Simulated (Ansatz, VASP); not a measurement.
# Mg in VASP and in Ansatz

```xyz
13
Lattice="5.3600 0.6240 0.8546 0.4657 7.7705 0.0363 0.8376 -0.0094 7.5946" Properties=species:S:1:pos:R:3 pbc="T T T"
Mg    2.2551    0.3265    6.8656
Mg    1.3123    3.2413    3.8302
Mg    2.7147    2.4801    1.1712
Mg    4.0069    4.6271    3.0711
Mg    1.8214    5.7494    5.3687
Mg    1.2076    3.2394    7.1493
Mg    4.3392    7.1365    0.9324
Mg    4.9170    6.9684    4.6013
Mg    1.5579    5.5978    1.4366
Mg    2.0797    0.2795    3.4023
Mg    5.0566    1.7132    2.7943
Mg    4.9511    1.7083    6.1039
Mg    4.1914    4.6703    6.5323
```

Alike in both runs: task relaxation of cell and atoms; functional PBE; k mesh 4 × 3 × 3; occupations gaussian, width 0.1 eV; no spin polarisation.

|  | VASP | Ansatz |
| --- | --- | --- |
| version | VASP 6.6.1 | Ansatz 0.2.0 |
| potentials or method | VASP PAW PBE potentials, release 64 (Mg), cutoff 600 eV | scalar-relativistic, plane waves, PAW |
| valence electrons in the cell | 26 | 130 |

Ansatz gave:

```
gap on the k mesh at the Fermi level, each at its own relaxed structure (eV) : none
relaxed volume (Å³/atom)                                                     : 23.77
relaxed cell length with the largest relative difference (Å)                 : 5.745
```

Problem. Which values does VASP return?

Solution. gap on the k mesh at the Fermi level, each at its own relaxed structure (eV): none; relaxed volume (Å³/atom): 23.74; relaxed cell length with the largest relative difference (Å): 5.690.

A gap of «none» marks a metal or a gap that the smearing closes. VASP's potentials hold 26 valence electrons a cell and Ansatz's 130, so a difference there can come from the potentials and not from the codes.
